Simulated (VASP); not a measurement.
Input of a VASP 6.6.1 run:

Contents of POSCAR:

```
AgBr
1.0
    0.0000000000      2.8921694793      2.8921694793
    2.8921694793      0.0000000000      2.8921694793
    2.8921694793      2.8921694793      0.0000000000
Ag Br
1 1
Direct
    0.0000000000      0.0000000000      0.0000000000
    0.5000000000      0.5000000000      0.5000000000
```

File INCAR.step1:

```
  PREC = Accurate
  ENCUT = 550
  ISMEAR = -1
  SIGMA = 0.02
  LREAL = F
  LASPH = T
  NELM = 120
  NBANDS = 16
  GGA = PE
  ALGO = Normal
  EDIFF = 1E-5
  LWAVE = T
  LCHARG = F
  GGA_COMPAT = F
```

File INCAR.step2:

```
  PREC = Accurate
  ENCUT = 550
  EDIFF = 1E-6
  ISMEAR = -1
  SIGMA = 0.02
  LREAL = F
  LASPH = T
  NELM = 120
  ALGO = Normal
  ISIF = 2
  LWAVE = F
  LCHARG = T
  METAGGA = R2SCAN
  LMIXTAU = T
  LELF = T
  LVHAR = T
  NBANDS = 16
  ISTART = 1
  GGA_COMPAT = F
```

KPOINTS

```
Automatic mesh
0
Gamma
  7 7 7
```

Potentials or basis: VASP PAW PBE potentials, release 64 (Ag, Br).

The run is started by

```console
$ cat potpaw_PBE.64/Ag/POTCAR potpaw_PBE.64/Br/POTCAR > POTCAR
$ cp INCAR.step1 INCAR
$ mpirun -np 1 vasp_std > vasp.out
$ cp INCAR.step2 INCAR
$ mpirun -np 1 vasp_std > vasp.out
```

(1) Estimate the pressure.

(2) Predict the band gap on the k mesh.

## Answers

(1) 0.0 GPa.

(2) 1.32 eV, indirect (least direct gap 3.19 eV).

Caveat: the PAW data sets were made with another functional, which shifts forces and pressure a little.
